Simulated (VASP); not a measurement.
# TePb (Fm-3m) in VASP: a series of runs

The runs below take TePb through relaxation of cell and atoms, with PBE.

All numbers are computed with VASP 6.6.1; they aren't measurements. Logs are shortened: lines on timing, memory, paths and dates and some standing lists are left out, and cuts for length are marked.

## (1) The cell of the first run

Symmetry: Fm-3m, No. 225, cubic system. Conventional cell: a = 6.462 Å, b = 6.462 Å, c = 6.462 Å, α = 90.00°, β = 90.00°, γ = 90.00°. Te (site symmetry m-3m) has 6 Pb at 3.23 Å within 4.3 Å. Pb (site symmetry m-3m) has 6 Te at 3.23 Å within 4.3 Å.

## (2) Relaxation of cell and atoms, PBE, target pressure 5 GPa, at which the enthalpy is minimised

File INCAR:

```
SYSTEM = TePb
PREC     = Accurate       ! precision mode
ENCUT    = 500            ! plane-wave cutoff, eV
EDIFF    = 1E-7           ! SCF threshold, eV
ISMEAR   = 0              ! smearing method
SIGMA    = 0.01           ! smearing width, eV
LREAL    = .False.        ! projectors in reciprocal space
LASPH    = .True.         ! aspherical terms in the spheres
NELM     = 120            ! most SCF steps
ALGO     = Normal         ! electronic algorithm
ISIF     = 3              ! what is computed and relaxed
LWAVE    = .False.        ! write WAVECAR
LCHARG   = .False.        ! write CHGCAR
GGA      = PE             ! functional
IBRION   = 2              ! ionic algorithm
NSW      = 80             ! ionic steps
EDIFFG   = -0.03          ! ionic threshold
PSTRESS  = 50.0         
GGA_COMPAT= .False.      
NELMIN   = 4
```

File KPOINTS:

```
Automatic mesh
0
Gamma
  6 6 6
  0 0 0
```

File POSCAR:

```
TePb
1.0
    4.5693240000      0.0000000000      0.0000000000
    2.2846620000      3.9571506621      0.0000000000
    2.2846620000      1.3190502207      3.7308374232
Te Pb
1 1
Direct
    0.5000000000      0.5000000000      0.5000000000
    0.0000000000      0.0000000000      0.0000000000
```

Potentials or basis: VASP PAW PBE potentials, release 64 (Te, Pb_d).

Started as:

```
cat potpaw_PBE.64/Te/POTCAR potpaw_PBE.64/Pb_d/POTCAR > POTCAR
mpirun -np 1 vasp_std > vasp.out
```

OUTCAR:

```text
SYSTEM = TePb
   PREC = Accurate
   ENCUT = 500
   EDIFF = 1E-7
   ISMEAR = 0
   LREAL = .False.
   LASPH = .True.
   NELM = 120
   ISIF = 3
   GGA = PE
   IBRION = 2
   NSW = 80
   EDIFFG = -0.03
   PSTRESS = 50.0
   NELMIN = 4

 ion  position               nearest neighbor table
   1  0.500  0.500  0.500-   2 3.23   2 3.23   2 3.23   2 3.23   2 3.23   2 3.23
   2  0.000  0.000  0.000-   1 3.23   1 3.23   1 3.23   1 3.23   1 3.23   1 3.23

  LATTYP: Found a face centered cubic cell.
 ALAT       =     6.4619999717

  Lattice vectors:

 A1 = (   4.5693240000,   0.0000000000,   0.0000000000)
 A2 = (   2.2846620000,   3.9571506621,   0.0000000000)
 A3 = (   2.2846620000,   1.3190502207,   3.7308374232)

Analysis of symmetry for initial positions (statically):
=====================================================================
 Subroutine PRICEL returns:
 Original cell was already a primitive cell.

 Routine SETGRP: Setting up the symmetry group for a
 face centered cubic supercell.

 Subroutine GETGRP returns: Found 48 space group operations
 (whereof 48 operations were pure point group operations)
 out of a pool of 48 trial point group operations.

The static configuration has the point symmetry O_h .

Analysis of symmetry for dynamics (positions and initial velocities):
=====================================================================
 Subroutine PRICEL returns:
 Original cell was already a primitive cell.

 Routine SETGRP: Setting up the symmetry group for a
 face centered cubic supercell.

 Subroutine GETGRP returns: Found 48 space group operations
 (whereof 48 operations were pure point group operations)
 out of a pool of 48 trial point group operations.

The dynamic configuration has the point symmetry O_h .

 Subroutine INISYM returns: Found 48 space group operations
 (whereof 48 operations are pure point group operations),
 and found     1 'primitive' translations

----------------------------------------------------------------------------------------

                                     Primitive cell

  volume of cell :      67.4591

  direct lattice vectors                    reciprocal lattice vectors
     4.569324000  0.000000000  0.000000000     0.218850753 -0.126353541 -0.089345446
     2.284662000  3.957150662  0.000000000     0.000000000  0.252707083 -0.089345446
     2.284662000  1.319050221  3.730837423     0.000000000  0.000000000  0.268036338

  length of vectors
     4.569324000  4.569324000  4.569324000     0.268036338  0.268036338  0.268036338

  position of ions in fractional coordinates (direct lattice)
     0.500000000  0.500000000  0.500000000
     0.000000000  0.000000000  0.000000000

  ion indices of the primitive-cell ions
   primitive index   ion index
                 1           1
                 2           2

----------------------------------------------------------------------------------------

 KPOINTS: Automatic mesh

Automatic generation of k-mesh.
 Grid dimensions read from file:
 generate k-points for:    6    6    6

 Generating k-lattice:

  Cartesian coordinates                     Fractional coordinates (reciprocal lattice)
     0.036475126 -0.021058924 -0.014890908     0.166666667  0.000000000  0.000000000
     0.000000000  0.042117847 -0.014890908     0.000000000  0.166666667 -0.000000000
     0.000000000  0.000000000  0.044672723     0.000000000  0.000000000  0.166666667

  Length of vectors
     0.044672723  0.044672723  0.044672723

  Shift w.r.t. Gamma in fractional coordinates (k-lattice)
     0.000000000  0.000000000  0.000000000

 Subroutine IBZKPT returns following result:
 ===========================================

 Found     16 irreducible k-points:

 Following reciprocal coordinates:
            Coordinates               Weight
  0.000000  0.000000  0.000000      1.000000
  0.166667  0.000000 -0.000000      8.000000
  0.333333  0.000000 -0.000000      8.000000
  0.500000  0.000000  0.000000      4.000000
  0.166667  0.166667 -0.000000      6.000000
  0.333333  0.166667 -0.000000     24.000000
[... 8 lines left out ...]
 -0.333333  0.333333  0.166667     24.000000
 -0.333333  0.500000  0.166667     12.000000
   k-points           NKPTS =     16   k-points in BZ     NKDIM =     16   number of bands    NBANDS=     14
   number of dos      NEDOS =    301   number of ions     NIONS =      2
   total plane-waves  NPLWV =  46656
   dimension x,y,z NGX =    36 NGY =   36 NGZ =   36
   dimension x,y,z NGXF=    72 NGYF=   72 NGZF=   72
   ions per type =               1   1
   NGX,Y,Z   is equivalent  to a cutoff of  13.10, 13.10, 13.10 a.u.
   NGXF,Y,Z  is equivalent  to a cutoff of  26.20, 26.20, 26.20 a.u.
 SYSTEM =  TePb
   PREC   = accura    normal or accurate (medium, high low for compatibility)
   ISTART =      0    job   : 0-new  1-cont  2-samecut
   ICHARG =      2    charge: 1-file 2-atom 10-const
   ISPIN  =      1    spin polarized calculation?
   LNONCOLLINEAR =      F non collinear calculations
   LSORBIT =      F    spin-orbit coupling
   LASPH  =      T    aspherical Exc in radial PAW
   ENCUT  =  500.0 eV  36.75 Ry    6.06 a.u.   8.33  8.33  8.33*2*pi/ulx,y,z
   NELM   =    120;   NELMIN=  4; NELMDL= -5     # of ELM steps
   EDIFF  = 0.1E-06   stopping-criterion for ELM
   LREAL  =      F    real-space projection
   EDIFFG = -.3E-01   stopping-criterion for IOM
   NSW    =     80    number of steps for IOM
   IBRION =      2    ionic relax: 0-MD 1-quasi-New 2-CG
   NFREE  =      1    steps in history (QN), initial steepest desc. (CG)
   ISIF   =      3    stress and relaxation
   ISYM   =      2    0-nonsym 1-usesym 2-fastsym
   POTIM  = 0.5000    time-step for ionic-motion
   TEBEG  =    0.0;   TEEND  =   0.0 temperature during run
   PSTRESS=   50.0 pullay stress
   NELECT =      20.0000    total number of electrons
   NUPDOWN=      -1.0000    fix difference up-down
   EMIN   =  10.00;   EMAX   =-10.00  energy-range for DOS
   EFERMI =   0.00;   METHOD = LEGACY
   ISMEAR =     0;   SIGMA  =   0.01  broadening in eV -4-tet -1-fermi 0-gaus
   EFERMI_NEDOS =   21; number of points for ismear=-14 and -15
   IALGO  =     38    algorithm
   IMIX   =      4    mixing-type and parameters
     AMIX     =   0.40;   BMIX     =  1.00
     AMIX_MAG =   1.60;   BMIX_MAG =  1.00
  volume/ion in A,a.u.               =      33.73       227.62
  Fermi-wavevector in a.u.,A,eV,Ry     =   1.091619  2.062861 16.213147  1.191633
  Thomas-Fermi vector in A             =   2.227868
   LORBIT       =      0    0 simple, 1 ext, 2 COOP (PROOUT), +10 PAW based schemes
   GGA     = PE    functional components
   LHFCALC =     F    Hartree Fock is set to
   AEXX    =    0.0000 exact exchange contribution
   IVDW    =     0    specifies the selected vdW correction
   LEPSILON=     F    determine dielectric tensor
   LRPA    =     F    only Hartree local field effects (RPA)
 conjugate gradient relaxation of ions
 non-spin polarized calculation
 Gauss-broadening in eV      SIGMA  =   0.01
  energy-cutoff  :      500.00
  volume of cell :       67.46
 maximum number of plane-waves:      1736
 NGX is ok and might be reduce to    36
   NGX = 17   NGY = 17   NGZ = 17

--------------------------------------- Ionic step        1  -------------------------------------------

 number of electron      20.0000003 magnetization

 Free energy of the ion-electron system (eV)
  ---------------------------------------------------
  ext. energy  EPLUGINS =         0.00000000
  ---------------------------------------------------
  free energy    TOTEN  =        -7.50211875 eV

  energy without entropy =       -7.50211875  energy(sigma->0) =       -7.50211875

------------------------ aborting loop because EDIFF is reached ----------------------------------------

  FORCE on cell =-STRESS in cart. coord.  units (eV):
  Direction    XX          YY          ZZ          XY          YZ          ZX
  --------------------------------------------------------------------------------------
  -------------------------------------------------------------------------------------
  Total        0.8873029      0.8873029      0.8873029      0.0000000      0.0000000      0.0000000
  in kB       21.0737395     21.0737395     21.0737395      0.0000000      0.0000000      0.0000000
  external PRESSURE =     -28.9262605 kB  Pullay stress =      50.0000000 kB

 VOLUME and BASIS-vectors are now :
 -----------------------------------------------------------------------------
  energy-cutoff  :      500.00
  volume of cell :       67.46
      direct lattice vectors                 reciprocal lattice vectors
     4.569324000  0.000000000  0.000000000     0.218850753 -0.126353541 -0.089345446
     2.284662000  3.957150662  0.000000000     0.000000000  0.252707083 -0.089345446
     2.284662000  1.319050221  3.730837423     0.000000000  0.000000000  0.268036338
[... 46 lines left out ...]
  FREE ENERGIE OF THE ION-ELECTRON SYSTEM (eV)
  ---------------------------------------------------
  free  energy   TOTEN  =        -7.3393401022 eV

  energy  without entropy=       -7.3393401022  energy(sigma->0) =       -7.33934010

  enthalpy is  TOTEN    =        -5.4142523194 eV   P V=        1.9250877828

--------------------------------------- Ionic step        3  -------------------------------------------

 number of electron      19.9999999 magnetization

 Free energy of the ion-electron system (eV)
  ---------------------------------------------------
  ext. energy  EPLUGINS =         0.00000000
  ---------------------------------------------------
  free energy    TOTEN  =        -7.42587246 eV

  energy without entropy =       -7.42587246  energy(sigma->0) =       -7.42587246

 E-fermi :   6.4102     XC(G=0):  -9.5439

 val. band max:        6.3557892394   @ k =   0.5000   0.0000   0.0000
 cond. band min:       6.9665923472   @ k =   0.5000   0.0000   0.0000
 fundamental gap:      0.6108031078
 Fermi energy:         6.4102312611

 k-point     1 :       0.0000    0.0000    0.0000
  band No.  band energies     occupation
      1     -10.4861      2.00000
      2     -10.4861      2.00000
      3     -10.4723      2.00000
      4     -10.4723      2.00000
      5     -10.4723      2.00000
      6      -6.1437      2.00000
      7       0.8835      2.00000
      8       4.7796      2.00000
      9       4.7796      2.00000
     10       4.7796      2.00000
     11      10.4695      0.00000
     12      10.4695      0.00000
     13      10.4695      0.00000
     14      12.0031      0.00000

 k-point     2 :       0.1667    0.0000   -0.0000
  band No.  band energies     occupation
      1     -10.4904      2.00000
      2     -10.4904      2.00000
      3     -10.4717      2.00000
      4     -10.4676      2.00000
      5     -10.4676      2.00000
      6      -5.8886      2.00000
      7       0.0135      2.00000
      8       4.8567      2.00000
      9       4.8567      2.00000
     10       5.2737      2.00000
[... 262 lines left out ...]
 POSITION                                       TOTAL-FORCE (eV/Angst)
 -----------------------------------------------------------------------------------
      4.48866      2.59153      1.83249         0.000000     -0.000000      0.000000
      2.24433      1.29576      3.66497        -0.000000      0.000000      0.000000
 -----------------------------------------------------------------------------------
    total drift:                                0.000000      0.000000      0.000000

  FREE ENERGIE OF THE ION-ELECTRON SYSTEM (eV)
  ---------------------------------------------------
  free  energy   TOTEN  =        -7.4258724573 eV

  energy  without entropy=       -7.4258724573  energy(sigma->0) =       -7.42587246

  enthalpy is  TOTEN    =        -5.4301786642 eV   P V=        1.9956937931

 reached required accuracy - stopping structural energy minimisation
```

It took 24 s on 1 thread of Intel Xeon 6975P-C (Granite Rapids), shared host; peak memory 0.21 GiB.

Results:

```
Free energy                                                : -7.4259 eV
Relaxed volume                                             : 31.97 Å³/atom
Relaxed cell                                               : a = 4.489 Å, b = 4.489 Å, c = 4.489 Å, α = 60.00°, β = 60.00°, γ = 60.00°
Space group after relaxing (to 0.1 Å)                      : Fm-3m (No. 225)
Energy change on relaxing (the run minimises the enthalpy) : +38.1 meV/atom
Ionic steps                                                : 3
Pressure after relaxing                                    : 5.0 GPa
Band gap on the k mesh                                     : 0.61 eV
```

The path:
| step | energy change (eV) | largest force (eV/Å) | pressure (GPa) | volume (Å³) |
| --- | --- | --- | --- | --- |
| 1 | 0.0000 | 0.0000 | 2.11 | 67.46 |
| 2 | 0.1628 | 0.0000 | 7.34 | 61.69 |
| 3 | 0.0762 | 0.0000 | 4.99 | 63.95 |

Final structure:
```
Te Pb
1.0
     4.48866    0.00000    0.00000
     2.24433    3.88729    0.00000
     2.24433    1.29576    3.66497
Te Pb
1 1
Direct
  0.50000 0.50000 0.50000
  0.00000 0.00000 0.00000
```

Levels at points of the mesh, in eV from the valence-band top:
```
           k point  band 6  band 7  band 8  band 9  band 10  band 11  band 12  band 13  band 14
(0.00, 0.00, 0.00)  -12.50   -5.47   -1.58   -1.58    -1.58     4.11     4.11     4.11     5.65
(0.50, 0.00, 0.00)  -10.92   -8.91   -1.08   -1.08     0.00     0.61     1.11     1.11     8.43
(0.50, 0.50, 0.00)  -10.61   -7.40   -4.95   -3.14    -3.14     3.03     5.65     5.65     7.01
```

Caveat: the cell is relaxed towards a set pressure, so the run minimises the enthalpy, not the energy; spin-orbit coupling is left out, which moves the levels of the heavy elements. A k mesh can miss the band edges.

## (3) Relaxation of cell and atoms, PBE, target pressure 10 GPa, at which the enthalpy is minimised

File INCAR:

```
SYSTEM = TePb
  ALGO = Normal
  EDIFF = 1E-7
  EDIFFG = -0.03
  ENCUT = 500
  GGA = PE
  GGA_COMPAT = .FALSE.
  IBRION = 2
  ISIF = 3
  ISMEAR = 0
  LASPH = .TRUE.
  LCHARG = .FALSE.
  LREAL = .FALSE.
  LWAVE = .FALSE.
  NELM = 120
  NELMIN = 4
  NSW = 80
  PREC = Accurate
  PSTRESS = 100.0
  SIGMA = 0.01
```

File KPOINTS:

```
k-points
0
G
  6 6 6
  0 0 0
```

POSCAR is that of step 2.

Potentials or basis: VASP PAW PBE potentials, release 64 (Te, Pb_d).

Started as:

```
cat potpaw_PBE.64/Te/POTCAR potpaw_PBE.64/Pb_d/POTCAR > POTCAR
mpirun -np 1 vasp_std > vasp.out
```

It took 31 s on 1 thread of Intel Xeon 6975P-C (Granite Rapids), shared host; peak memory 0.21 GiB.

Results (log left out):

```yaml
Free_energy: -7.2251 eV
Relaxed_volume: 29.78 Å³/atom
Relaxed_cell: a = 4.384 Å, b = 4.384 Å, c = 4.384 Å, α = 60.00°, β = 60.00°, γ = 60.00°
Space_group_after_relaxing_to_0.1_Å: Fm-3m (No. 225)
Energy_change_on_relaxing_the_run_minimises_the_enthalpy: +138.5 meV/atom
Ionic_steps: 4
Pressure_after_relaxing: 10.0 GPa
Band_gap_on_the_k_mesh: 0.42 eV
```

Step by step:
```csv
step,energy change (eV),largest force (eV/Å),pressure (GPa),volume (Å³)
1,0.0000,0.0000,2.11,67.46
2,0.9749,0.0000,22.71,52.50
3,0.2646,0.0000,9.69,59.76
4,0.2771,0.0000,9.97,59.56
```

Final structure:
```
Te Pb
1.0
     4.38355    0.00000    0.00000
     2.19178    3.79627    0.00000
     2.19178    1.26542    3.57916
Te Pb
1 1
Direct
  0.50000 0.50000 0.50000
  0.00000 0.00000 0.00000
```

Levels at points of the mesh, in eV from the valence-band top:
| k point | band 7 | band 8 | band 9 | band 10 | band 11 | band 12 | band 13 | band 14 |
| --- | --- | --- | --- | --- | --- | --- | --- | --- |
| (0.00, 0.00, 0.00) | -5.30 | -1.91 | -1.91 | -1.91 | 4.13 | 4.13 | 4.13 | 5.42 |
| (0.50, 0.00, 0.00) | -9.40 | -1.35 | -1.35 | 0.00 | 0.42 | 0.86 | 0.86 | 8.48 |
| (0.50, 0.50, 0.00) | -7.58 | -5.61 | -3.63 | -3.63 | 2.65 | 5.88 | 5.88 | 7.40 |

Caveat: the cell is relaxed towards a set pressure, so the run minimises the enthalpy, not the energy; spin-orbit coupling is left out, which moves the levels of the heavy elements. A k mesh can miss the band edges.

## (4) Relaxation of cell and atoms, PBE, target pressure 20 GPa, at which the enthalpy is minimised

File INCAR:

```
SYSTEM = TePb
ALGO = Normal ; EDIFF = 1E-7
EDIFFG = -0.03 ; ENCUT = 500
GGA = PE ; GGA_COMPAT = .FALSE.
IBRION = 2 ; ISIF = 3
ISMEAR = 0 ; LASPH = .TRUE.
LCHARG = .FALSE. ; LREAL = .FALSE.
LWAVE = .FALSE. ; NELM = 120
NELMIN = 4 ; NSW = 80
PREC = Accurate ; PSTRESS = 200.0
SIGMA = 0.01
```

KPOINTS is that of step 3.

POSCAR is that of step 3.

Started as:

```
cat potpaw_PBE.64/Te/POTCAR potpaw_PBE.64/Pb_d/POTCAR > POTCAR
mpirun -np 1 vasp_std > vasp.out
```

It took 42 s on 1 thread of Intel Xeon 6975P-C (Granite Rapids), shared host; peak memory 0.22 GiB.

Results (log left out):

```yaml
Free_energy: -6.7005 eV
Relaxed_volume: 26.90 Å³/atom
Relaxed_cell: a = 4.237 Å, b = 4.237 Å, c = 4.237 Å, α = 60.00°, β = 60.00°, γ = 60.00°
Space_group_after_relaxing_to_0.1_Å: Fm-3m (No. 225)
Energy_change_on_relaxing_the_run_minimises_the_enthalpy: +400.8 meV/atom
Ionic_steps: 5
Pressure_after_relaxing: 20.0 GPa
Band_gap_on_the_k_mesh: 0.08 eV
```

Step by step:
```
step  energy change (eV)  largest force (eV/Å)  pressure (GPa)  volume (Å³)
   1              0.0000                0.0000            2.11        67.46
   2              6.2561                0.0000          108.39        36.96
   3              0.6762                0.0000           17.77        54.86
   4              0.7606                0.0000           19.28        54.13
   5              0.8016                0.0000           20.01        53.80
```

Final structure:
```
Te Pb
1.0
     4.23734    0.00000    0.00000
     2.11867    3.66964    0.00000
     2.11867    1.22321    3.45977
Te Pb
1 1
Direct
  0.50000 0.50000 0.50000
  0.00000 0.00000 0.00000
```

Levels at points of the mesh, in eV from the valence-band top:
```tsv
k point	band 6	band 7	band 8	band 9	band 10	band 11	band 12	band 13	band 14
(0.00, 0.00, 0.00)	-14.35	-5.04	-2.45	-2.45	-2.45	4.11	4.11	4.11	5.06
(0.50, 0.00, 0.00)	-12.23	-10.25	-1.78	-1.78	0.00	0.08	0.44	0.44	8.52
(0.50, 0.50, 0.00)	-11.64	-7.88	-6.66	-4.42	-4.42	2.04	6.18	6.18	7.93
```

Caveat: the cell is relaxed towards a set pressure, so the run minimises the enthalpy, not the energy; the volume moved by over 15 % at a fixed basis, so the end points are rough; spin-orbit coupling is left out, which moves the levels of the heavy elements. A k mesh can miss the band edges.

## (5) Summary

| cell | gap on the mesh (eV) | pressure (GPa) |
| --- | --- | --- |
| relaxed to 5 GPa | 0.61 | 5.0 |
| relaxed to 10 GPa | 0.42 | 10.0 |
| relaxed to 20 GPa | 0.08 | 20.0 |

Alike in all rows: task relaxation of cell and atoms; level PBE; potentials or basis VASP PAW PBE potentials, release 64 (Te, Pb_d); no spin polarisation; k mesh 6 × 6 × 6; cutoff (eV) 500; smearing gaussian 0.01 eV.

Caveats: the cell is relaxed towards a set pressure, so the run minimises the enthalpy, not the energy; spin-orbit coupling is left out, which moves the levels of the heavy elements; the volume moved by over 15 % at a fixed basis, so the end points are rough (at least some runs).

Absolute energies hang on the potentials; compare differences alone.
